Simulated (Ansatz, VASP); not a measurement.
Two plane-wave programs on ZrB

```
CELL_PARAMETERS angstrom
0.00000 2.39718 2.25599
2.39718 0.00000 2.25599
2.39718 2.39718 0.00000
ATOMIC_POSITIONS crystal
Zr 0.00000 0.00000 0.00000
B 0.50000 0.50000 0.50000
```

Alike in both runs: task single point; functional LDA; k mesh 18 × 18 × 18; occupations gaussian, width 0.15 eV; no spin polarisation.

|  | VASP | Ansatz |
| --- | --- | --- |
| version | VASP 6.6.1 | Ansatz 0.2.0 |
| potentials or method | VASP PAW LDA potentials, release 64 (Zr_sv, B), cutoff 520 eV | scalar-relativistic, plane waves, PAW |
| valence electrons in the cell | 15 | 15 |

VASP gave:

| Property | Result |
| --- | --- |
| gap on the k mesh at the Fermi level (eV) | none |
| pressure (GPa) | 18.6 |
| traceless stress, the component that is largest in VASP (GPa) | 17.39 |

Task: Estimate Ansatz's values.

Result: gap on the k mesh at the Fermi level (eV): none; pressure (GPa): 18.2; traceless stress, the component that is largest in VASP (GPa): 17.38.

LDA's correlation is that of Perdew and Zunger in VASP and of Perdew and Wang (1992) in Ansatz. A gap of «none» marks a metal or a gap that the smearing closes.
